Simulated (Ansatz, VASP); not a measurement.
# B: VASP beside Ansatz

```
B
1.0
     0.00000    2.02555    2.02555
     2.02555    0.00000    2.02555
     2.02555    2.02555    0.00000
B
2
Direct
  0.87500 0.87500 0.87500
  0.12500 0.12500 0.12500
```

Alike in both runs: functional PBE; k mesh 18 × 18 × 18; occupations fermi-dirac, width 0.05 eV; no spin polarisation.

Ansatz relaxed the structure, and its values are those at the end. VASP's run is a single point on that final structure, the one shown.

```csv
,VASP,Ansatz
version,VASP 6.6.1,Ansatz 0.2.0
potentials or method,"VASP PAW PBE potentials, release 64 (B)","PAW with Ansatz's default frozen-core files, scalar-relativistic"
plane-wave cutoff (eV),520,420
valence electrons in the cell,6,6
```

|  | VASP | Ansatz | Ansatz less VASP |
| --- | --- | --- | --- |
| pressure (GPa) | 0.0 | 0.0 | 0.00 |

The functional is the same, so the differences come from potentials, cutoffs and numerics.
